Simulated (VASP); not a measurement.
Runs of VASP 6.6.1 on K. The structure is that of space group Fm-3m (No. 225), or close to it. The cells are those of the table. 

```csv
task,cell,cutoff (eV),gap on the mesh (eV),pressure (GPa)
single point,"a = 3.463 Å, angles 60.0°, 1 atom",520,none,15.0
single point,"a = 3.789 Å, angles 60.0°, 1 atom",520,none,7.0
single point,"a = 4.204 Å, angles 60.0°, 1 atom",520,none,2.0
relaxation of cell and atoms,"relaxed to 1 GPa from a = 4.654 Å, angles 60.0°, 1 atom",600,none,1.0
single point,"a = 4.364 Å, angles 60.0°, 1 atom",520,none,1.0
single point,"a = 3.647 Å, angles 60.0°, 1 atom",520,none,(a)
relaxation of cell and atoms,"relaxed from a = 3.569 Å, angles 60.0°, 1 atom",600,none,0.0
single point,"a = 4.654 Å, angles 60.0°, 1 atom",520,none,0.0
```

Alike in all rows: level PBEsol; potentials or basis VASP PAW PBE potentials, release 64 (K_sv); no spin polarisation; k mesh 18 × 18 × 18; smearing fermi-dirac 0.1 eV.

Problem. Fill in the values left out.

Solution. (a) 10.0.

Caveats: the PAW data sets were made with another functional, which shifts forces and pressure a little; the cell is relaxed towards a set pressure, so the enthalpy falls and the energy may rise (some runs).

A gap of «none» marks levels without a gap at the run's occupations.
